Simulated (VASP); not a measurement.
Set up this calculation in VASP 6.6.1, as the native input.

```yaml
Task: single point
Functional: PBEsol
Potentials_or_basis: VASP PAW PBE potentials, release 64 (C)
Cutoff: 520 eV
k_mesh: 21 × 21 × 6
Occupations: gaussian, width 0.15 eV
Spin: no spin polarisation
Dipole_correction: no
Further_INCAR_settings: ALGO = Normal; EDIFF = 1e-07; NBANDS = 16
```

The structure of C lies in POSCAR:

```
C
1.0
    1.2735028131     -2.0353749065      0.0000000000
    1.2735028131      2.0353749065      0.0000000000
    0.0000000000      0.0000000000      7.0530892592
C
4
Direct
    0.0833216498      0.9166783502      0.7498439858
    0.5833216498      0.4166783502      0.2501560142
    0.9166783502      0.0833216498      0.2501560142
    0.4166783502      0.5833216498      0.7498439858
```

One way to write it, as run:

INCAR

```
SYSTEM = C
PREC     = Accurate       ! precision mode
ENCUT    = 520            ! plane-wave cutoff, eV
EDIFF    = 1E-7           ! SCF threshold, eV
ISMEAR   = 0              ! smearing method
SIGMA    = 0.15           ! smearing width, eV
LREAL    = .FALSE.        ! projectors in reciprocal space
LASPH    = .TRUE.         ! aspherical terms in the spheres
NELM     = 60             ! most SCF steps
ALGO     = Normal         ! electronic algorithm
ISIF     = 2              ! what is computed and relaxed
LWAVE    = .FALSE.        ! write WAVECAR
LCHARG   = .TRUE.         ! write CHGCAR
GGA      = PS             ! functional
LELF     = .TRUE.         ! ELF
LVHAR    = .TRUE.       
NBANDS   = 16             ! bands
```

KPOINTS

```
regular mesh
0
G
  21 21 6
  0 0 0
```

Potentials or basis: VASP PAW PBE potentials, release 64 (C).

Launch:

```bash
$ cat potpaw_PBE.64/C/POTCAR > POTCAR
$ mpirun -np 1 vasp_std > vasp.out
```

Results of the run:

* Pressure: 6.5 GPa
* Largest force: 1.341 eV/Å
* Band gap on the k mesh: 0.04 eV

Caveat: the PAW data sets were made with another functional, which shifts forces and pressure a little; this functional lacks dispersion, which binds the layers, so the pressure and a relaxed spacing across them are unreliable.

Run time: 120 s on 1 thread of Intel(R) Xeon(R) 6975P-C (Granite Rapids), on a shared host, peak memory 0.29 GiB.
